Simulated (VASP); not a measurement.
# MgS: single point with LDA

The system is MgS.

```
Mg S
1.0
     0.00000    2.87562    2.74813
     2.87562    0.00000    2.74813
     2.87562    2.87562    0.00000
Mg S
1 1
Cartesian
  0.0000 0.0000 0.0000
  4.3134 4.3134 4.1222
```

This cell differs from its parent crystal: strain +0.015 along x and y, -0.030 along z.

```
Program                : VASP 6.6.1
Task                   : single point
Functional             : LDA
Potentials or basis    : VASP PAW LDA potentials, release 64 (Mg, S)
Cutoff                 : 520 eV
k mesh                 : 8 × 8 × 8
Occupations            : gaussian, width 0.05 eV
Spin                   : no spin polarisation
Dipole correction      : no
Further INCAR settings : ALGO = Normal; EDIFF = 1e-07; NBANDS = 11
```

```yaml
Pressure: -2.5 GPa
Band_gap_on_the_k_mesh: 3.11 eV, direct
```

Stress tensor (GPa, compression positive):
```
-2.83  0.00  0.00
 0.00 -2.83  0.00
 0.00  0.00 -1.97
```

Levels at points of the mesh, in eV from the valence-band top:
```tsv
k point	band 1	band 2	band 3	band 4	band 5	band 6	band 7	band 8
(0.00, 0.00, 0.00)	-11.31	-0.11	-0.11	0.00	3.11	7.69	7.69	7.72
(0.50, 0.00, 0.00)	-10.61	-3.28	-0.52	-0.30	4.76	7.17	7.64	8.30
(0.50, 0.50, 0.00)	-10.33	-2.81	-1.27	-1.27	3.53	5.13	11.13	11.79
(0.50, 0.00, 0.50)	-10.40	-3.02	-1.07	-1.04	3.62	5.47	10.60	11.54
```

Run time: 40 s on 1 thread of AMD EPYC 7R13 (shared host), peak memory 0.14 GiB.

Caveat: the cell differs from its parent crystal (strain +0.015 along x and y, -0.030 along z). A k mesh can miss the band edges.
